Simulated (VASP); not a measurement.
# ZnO (P6_3/mmc) in VASP: further runs, part 2 of 2

VASP 6.6.1. The steps go on from the part before.

## Step 3: Relaxation of cell and atoms, PBEsol

This run uses another cell than the first one, of 7.12 Å³/atom, 0.630 times its volume.

Contents of INCAR:

```
ALGO     = Normal         # electronic algorithm
EDIFF    = 1E-7           # SCF threshold, eV
EDIFFG   = -0.01          # ionic threshold
ENCUT    = 600            # plane-wave cutoff, eV
GGA      = PS             # functional
IBRION   = 2              # ionic algorithm
ISIF     = 3              # what is computed and relaxed
ISMEAR   = -1             # smearing method
LASPH    = T              # aspherical terms in the spheres
LCHARG   = F              # write CHGCAR
LREAL    = F              # projectors in reciprocal space
LWAVE    = F              # write WAVECAR
NELM     = 60             # most SCF steps
NSW      = 100            # ionic steps
PREC     = Accurate       # precision mode
SIGMA    = 0.03           # smearing width, eV
```

Contents of KPOINTS:

```
k-points
0
Gamma
  9 9 6
```

Contents of POSCAR:

```
ZnO
1.0
    2.9745426332      0.0000000000      0.0000000000
   -1.4872713166      2.5760294850      0.0000000000
    0.0000000000      0.0000000000      3.7179807000
Zn O
2 2
Direct
    0.3333333333      0.6666666667      0.2500000000
    0.6666666667      0.3333333333      0.7500000000
    0.6666666667      0.3333333333      0.2500000000
    0.3333333333      0.6666666667      0.7500000000
```

Potentials or basis: VASP PAW PBE potentials, release 64 (Zn, O).

On the command line:

```
cat potpaw_PBE.64/Zn/POTCAR potpaw_PBE.64/O/POTCAR > POTCAR
mpirun -np 1 vasp_std > vasp.out
```

OUTCAR:

```text
EDIFF = 1E-7
   EDIFFG = -0.01
   ENCUT = 600
   GGA = PS
   IBRION = 2
   ISIF = 3
   ISMEAR = -1
   LASPH = T
   LREAL = F
   NELM = 60
   NSW = 100
   PREC = Accurate

 ion  position               nearest neighbor table
   1  0.333  0.667  0.250-   3 1.72   3 1.72   3 1.72   4 1.86   4 1.86   2 2.53   2 2.53   2 2.53
                             2 2.53   2 2.53   2 2.53
   2  0.667  0.333  0.750-   4 1.72   4 1.72   4 1.72   3 1.86   3 1.86   1 2.53   1 2.53   1 2.53
                             1 2.53   1 2.53   1 2.53
   3  0.667  0.333  0.250-   1 1.72   1 1.72   1 1.72   2 1.86   2 1.86
   4  0.333  0.667  0.750-   2 1.72   2 1.72   2 1.72   1 1.86   1 1.86

  LATTYP: Found a hexagonal cell.
 ALAT       =     2.9745426332
 C/A-ratio  =     1.2499335725

  Lattice vectors:

 A1 = (   2.9745426332,   0.0000000000,   0.0000000000)
 A2 = (  -1.4872713166,   2.5760294850,   0.0000000000)
 A3 = (   0.0000000000,   0.0000000000,   3.7179807000)

Analysis of symmetry for initial positions (statically):
=====================================================================
 Subroutine PRICEL returns:
 Original cell was already a primitive cell.

 Routine SETGRP: Setting up the symmetry group for a
 hexagonal supercell.

 Subroutine GETGRP returns: Found 24 space group operations
 (whereof 12 operations were pure point group operations)
 out of a pool of 24 trial point group operations.

The static configuration has the point symmetry D_3d.
 The point group associated with its full space group is D_6h.

Analysis of symmetry for dynamics (positions and initial velocities):
=====================================================================
 Subroutine PRICEL returns:
 Original cell was already a primitive cell.

 Routine SETGRP: Setting up the symmetry group for a
 hexagonal supercell.

 Subroutine GETGRP returns: Found 24 space group operations
 (whereof 12 operations were pure point group operations)
 out of a pool of 24 trial point group operations.

The dynamic configuration has the point symmetry D_3d.
 The point group associated with its full space group is D_6h.

 Subroutine INISYM returns: Found 24 space group operations
 (whereof 12 operations are pure point group operations),
 and found     1 'primitive' translations

[... 105 lines left out ...]
   ISYM   =      2    0-nonsym 1-usesym 2-fastsym
   POTIM  = 0.5000    time-step for ionic-motion
   TEBEG  =    0.0;   TEEND  =   0.0 temperature during run
   PSTRESS=    0.0 pullay stress
   NELECT =      36.0000    total number of electrons
   NUPDOWN=      -1.0000    fix difference up-down
   EMIN   =  10.00;   EMAX   =-10.00  energy-range for DOS
   EFERMI =   0.00;   METHOD = LEGACY
   ISMEAR =    -1;   SIGMA  =   0.03  broadening in eV -4-tet -1-fermi 0-gaus
   EFERMI_NEDOS =   21; number of points for ismear=-14 and -15
   IALGO  =     38    algorithm
   IMIX   =      4    mixing-type and parameters
     AMIX     =   0.40;   BMIX     =  1.00
     AMIX_MAG =   1.60;   BMIX_MAG =  1.00
  volume/ion in A,a.u.               =       7.12        48.06
  Fermi-wavevector in a.u.,A,eV,Ry     =   1.769904  3.344633 42.621049  3.132559
  Thomas-Fermi vector in A             =   2.836800
   LORBIT       =      0    0 simple, 1 ext, 2 COOP (PROOUT), +10 PAW based schemes
   GGA     = PS    functional components
   LHFCALC =     F    Hartree Fock is set to
   AEXX    =    0.0000 exact exchange contribution
   IVDW    =     0    specifies the selected vdW correction
   LEPSILON=     F    determine dielectric tensor
   LRPA    =     F    only Hartree local field effects (RPA)
 conjugate gradient relaxation of ions
 non-spin polarized calculation
  energy-cutoff  :      600.00
  volume of cell :       28.49
 maximum number of plane-waves:       966
 NGX is ok and might be reduce to    24
   NGX = 11   NGY = 11   NGZ = 15

--------------------------------------- Ionic step        1  -------------------------------------------

 number of electron      35.9999988 magnetization

 Free energy of the ion-electron system (eV)
  ---------------------------------------------------
  ext. energy  EPLUGINS =         0.00000000
  ---------------------------------------------------
  free energy    TOTEN  =       -12.11011698 eV

  energy without entropy =      -12.11011698  energy(sigma->0) =      -12.11011698

 E-fermi :   7.8645     XC(G=0): -14.2264

 val. band max:        7.1842746559   @ k =   0.3333   0.3333   0.5000
 cond. band min:       8.9402658425   @ k =   0.0000   0.0000   0.0000
 fundamental gap:      1.7559911865
 Fermi energy:         7.8644541336
[... 1316 lines left out ...]
  FREE ENERGIE OF THE ION-ELECTRON SYSTEM (eV)
  ---------------------------------------------------
  free  energy   TOTEN  =       -18.9899987954 eV

  energy  without entropy=      -18.9899985338  energy(sigma->0) =      -18.98999866

[... ionic steps 4 to 8 ...]

--------------------------------------- Ionic step        9  -------------------------------------------

 number of electron      36.0000020 magnetization

------------------------ aborting loop because EDIFF is reached ----------------------------------------
[... 71 lines left out ...]
--------------------------------------- Ionic step       11  -------------------------------------------

 number of electron      35.9999991 magnetization

 Free energy of the ion-electron system (eV)
  ---------------------------------------------------
  ext. energy  EPLUGINS =         0.00000000
  ---------------------------------------------------
  free energy    TOTEN  =       -19.10754466 eV

  energy without entropy =      -19.10754465  energy(sigma->0) =      -19.10754466

 E-fermi :   1.9079     XC(G=0): -11.5219

 val. band max:        1.4447073519   @ k =   0.3333   0.3333   0.5000
 cond. band min:       2.3168934126   @ k =   0.0000   0.0000   0.0000
 fundamental gap:      0.8721860608
 Fermi energy:         1.9078672044
[... 631 lines left out ...]
  FREE ENERGIE OF THE ION-ELECTRON SYSTEM (eV)
  ---------------------------------------------------
  free  energy   TOTEN  =       -19.1075446584 eV

  energy  without entropy=      -19.1075446537  energy(sigma->0) =      -19.10754466

 reached required accuracy - stopping structural energy minimisation
```

OSZICAR:

```text
N       E                     dE             d eps       ncg     rms          rms(c)
DAV:   1     0.302780318636E+03    0.30278E+03   -0.21157E+04  2272   0.304E+03
DAV:   2     0.983692119205E+01   -0.29294E+03   -0.28138E+03  2208   0.502E+02
DAV:   3    -0.155593018398E+02   -0.25396E+02   -0.25269E+02  2436   0.159E+02
DAV:   4    -0.159241869202E+02   -0.36489E+00   -0.36466E+00  2370   0.190E+01
[... 126 lines left out ...]
DAV:   2    -0.191075964394E+02    0.12086E-03   -0.41392E-04  2676   0.361E-01    0.460E-02
DAV:   3    -0.191075519050E+02    0.44534E-04   -0.26502E-05  2800   0.816E-02    0.182E-02
DAV:   4    -0.191075443261E+02    0.75789E-05   -0.14382E-05  2754   0.503E-02    0.300E-03
DAV:   5    -0.191075446017E+02   -0.27565E-06   -0.26561E-06  2266   0.219E-02    0.141E-03
DAV:   6    -0.191075446584E+02   -0.56663E-07   -0.10861E-07  1166   0.617E-03
  11 F= -.19107545E+02 E0= -.19107545E+02  d E =-.452796E-02
```

It took 6.8 min on 1 thread of Intel Xeon 8259CL, shared host; peak memory 0.17 GiB.

What came out:

| Item | Value |
| --- | --- |
| Free energy | -19.1075 eV |
| Relaxed volume | 11.23 Å³/atom |
| Relaxed cell | a = 3.422 Å, b = 3.422 Å, c = 4.431 Å, α = 90.00°, β = 90.00°, γ = 120.00° |
| Space group after relaxing (to 0.05 Å) | P6_3/mmc (No. 194) |
| Energy gained by relaxing | 1749.4 meV/atom |
| Ionic steps | 11 |
| Pressure after relaxing | 0.0 GPa |
| Band gap on the k mesh | 0.87 eV, indirect (least direct gap 0.99 eV) |

Step by step:
| step | energy change (eV) | largest force (eV/Å) | pressure (GPa) | volume (Å³) |
| --- | --- | --- | --- | --- |
| 1 | 0.0000 | 0.0000 | 203.93 | 28.49 |
| 2 | 0.8373 | 0.0000 | -44.71 | 84.60 |
| 3 | -6.8799 | 0.0000 | -10.51 | 47.99 |
| 4 | -6.9673 | 0.0000 | -4.85 | 46.18 |
| 5 | -6.9876 | 0.0000 | 0.13 | 44.83 |
| 6 | -6.9862 | 0.0000 | -1.34 | 45.21 |
| 7 | -6.9928 | 0.0000 | 0.85 | 44.67 |
| 8 | -6.9929 | 0.0000 | 1.17 | 44.59 |
| 9 | -6.9968 | 0.0000 | 0.42 | 44.80 |
| 10 | -6.9974 | 0.0000 | 0.16 | 44.91 |
| 11 | -6.9974 | 0.0000 | 0.05 | 44.92 |

Final structure:
```cif
data_structure
_symmetry_space_group_name_H-M 'P 1'
_symmetry_Int_Tables_number 1
_cell_length_a 3.4217
_cell_length_b 3.4217
_cell_length_c 4.4307
_cell_angle_alpha 90.000
_cell_angle_beta 90.000
_cell_angle_gamma 120.000
_cell_volume 44.92
loop_
_atom_site_label
_atom_site_type_symbol
_atom_site_fract_x
_atom_site_fract_y
_atom_site_fract_z
_atom_site_occupancy
Zn1 Zn 0.33333 0.66667 0.25000 1
Zn2 Zn 0.66667 0.33333 0.75000 1
O1 O 0.66667 0.33333 0.25000 1
O2 O 0.33333 0.66667 0.75000 1
```

Caveat: the volume moved by over 15 % at a fixed basis, so the end points are rough; the PAW data sets were made with another functional, which shifts forces and pressure a little. A k mesh can miss the band edges.

## Step 4: Single point, r2SCAN+rVV10

This run uses another cell than the first one, of 11.21 Å³/atom, 0.992 times its volume.

Contents of POSCAR:

```
ZnO
1.0
    3.4107585275      0.0000000000      0.0000000000
   -1.7053792637      2.9538035310      0.0000000000
    0.0000000000      0.0000000000      4.4502209796
Zn O
2 2
Direct
    0.3333333333      0.6666666667      0.2500000000
    0.6666666667      0.3333333333      0.7500000000
    0.6666666667      0.3333333333      0.2500000000
    0.3333333333      0.6666666667      0.7500000000
```

Contents of INCAR.step1:

```
SYSTEM = ZnO
ALGO = Normal
EDIFF = 1E-4
ENCUT = 520
GGA = PE
ISMEAR = -1
LASPH = .TRUE.
LCHARG = .FALSE.
LREAL = .FALSE.
LWAVE = .TRUE.
NBANDS = 26
NELM = 80
PREC = Accurate
SIGMA = 0.03
```

Contents of INCAR.step2:

```
SYSTEM = ZnO
ALGO = Normal
BPARAM = 11.95
CPARAM = 0.0093
EDIFF = 1E-7
ENCUT = 520
ISIF = 2
ISMEAR = -1
ISTART = 1
IVDW_NL = 2
LASPH = .TRUE.
LCHARG = .FALSE.
LMIXTAU = .TRUE.
LREAL = .FALSE.
LUSE_VDW = .TRUE.
LWAVE = .FALSE.
METAGGA = R2SCAN
NBANDS = 26
NELM = 80
PREC = Accurate
SIGMA = 0.03
```

Contents of KPOINTS:

```
k-points
0
G
  12 12 6
  0 0 0
```

On the command line:

```
cat potpaw_PBE.64/Zn/POTCAR potpaw_PBE.64/O/POTCAR > POTCAR
cp INCAR.step1 INCAR
mpirun -np 1 vasp_std > vasp.out
cp INCAR.step2 INCAR
mpirun -np 1 vasp_std > vasp.out
```

Run time: 11 min. Hardware: 1 thread of Intel Xeon 8259CL, shared host; peak memory 0.34 GiB.

It converged, with:

```yaml
Free_energy: -35.0286 eV
Pressure: 1.3 GPa
Band_gap_on_the_k_mesh: 1.43 eV, indirect (least direct gap 1.47 eV)
```

Levels at points of the mesh, in eV from the valence-band top:
```
           k point  band 14  band 15  band 16  band 17  band 18  band 19  band 20  band 21  band 22  band 23
(0.00, 0.00, 0.00)    -1.03    -0.81    -0.81    -0.05    -0.05     1.43     5.64    10.71    12.18    12.18
(0.50, 0.00, 0.00)    -3.20    -2.72    -2.58    -1.57    -1.35     6.60     6.92     8.70    10.10    12.51
(0.00, 0.00, 0.50)    -2.22    -0.36    -0.36    -0.36    -0.36     4.85     4.85    12.35    12.35    12.35
(0.50, 0.00, 0.50)    -3.54    -1.92    -1.92    -0.35    -0.35     6.67     6.67     9.63     9.63    11.96
```

Caveat: the PAW data sets were made with another functional, which shifts forces and pressure a little. r2SCAN opens gaps a little over a GGA but as a rule still falls short of measured ones.

## Step 5: Single point, r2SCAN+rVV10

This run uses another cell than the first one, of 11.21 Å³/atom, 0.992 times its volume.

POSCAR is that of step 4.

Contents of INCAR.step1:

```
ALGO = Normal ; EDIFF = 1E-4
ENCUT = 520 ; GGA = PE
ISMEAR = -1 ; LASPH = True
LCHARG = False ; LREAL = False
LWAVE = True ; NBANDS = 26
NELM = 100 ; PREC = Accurate
SIGMA = 0.03
```

Contents of INCAR.step2:

```
ALGO = Normal ; BPARAM = 11.95
CPARAM = 0.0093 ; EDIFF = 1E-6
ENCUT = 520 ; ISIF = 2
ISMEAR = -1 ; ISTART = 1
IVDW_NL = 2 ; LASPH = True
LCHARG = False ; LMIXTAU = True
LREAL = False ; LUSE_VDW = True
LWAVE = False ; METAGGA = R2SCAN
NBANDS = 26 ; NELM = 100
PREC = Accurate ; SIGMA = 0.03
```

Contents of KPOINTS:

```
k-points
0
Gamma
  12 12 6
```

On the command line:

```
cat potpaw_PBE.64/Zn/POTCAR potpaw_PBE.64/O/POTCAR > POTCAR
cp INCAR.step1 INCAR
mpirun -np 1 vasp_std > vasp.out
cp INCAR.step2 INCAR
mpirun -np 1 vasp_std > vasp.out
```

It took 8.6 min on 1 thread of Intel Xeon 8259CL, shared host; peak memory 0.34 GiB.

Results (log left out):

```
Free energy            : -35.0286 eV
Pressure               : 1.3 GPa
Band gap on the k mesh : 1.43 eV, indirect (least direct gap 1.47 eV)
```

Levels at points of the mesh, in eV from the valence-band top:
```csv
k point,band 16,band 17,band 18,band 19,band 20,band 21
"(0.00, 0.00, 0.00)",-0.81,-0.05,-0.05,1.43,5.64,10.71
"(0.50, 0.00, 0.00)",-2.58,-1.57,-1.35,6.60,6.92,8.70
"(0.00, 0.00, 0.50)",-0.36,-0.36,-0.36,4.85,4.85,12.35
"(0.50, 0.00, 0.50)",-1.92,-0.35,-0.35,6.67,6.67,9.63
```

Caveat: the PAW data sets were made with another functional, which shifts forces and pressure a little. r2SCAN opens gaps a little over a GGA but as a rule still falls short of measured ones.

## Step 6: The runs side by side

| task | level | cell | k mesh | cutoff (eV) | gap on the mesh (eV) | pressure (GPa) |
| --- | --- | --- | --- | --- | --- | --- |
| single point | PBEsol | a = 3.410, b = 3.410, c = 4.488 Å, angles 90.0, 90.0, 120.0°, 4 atoms | 9 × 9 × 6 | 520 | 0.92 | 1.1 |
| relaxation of cell and atoms | PBEsol | relaxed from a = 2.975, b = 2.975, c = 3.718 Å, angles 90.0, 90.0, 120.0°, 4 atoms | 9 × 9 × 6 | 600 | 0.87 | 0.0 |
| single point | r2SCAN+rVV10 | a = 3.411, b = 3.411, c = 4.450 Å, angles 90.0, 90.0, 120.0°, 4 atoms | 12 × 12 × 6 | 520 | 1.43 | 1.3 |

Alike in all rows: potentials or basis VASP PAW PBE potentials, release 64 (Zn, O); no spin polarisation; smearing fermi-dirac 0.03 eV.

Caveats: the PAW data sets were made with another functional, which shifts forces and pressure a little; the volume moved by over 15 % at a fixed basis, so the end points are rough (some runs).

Absolute energies hang on the potentials; compare differences alone.
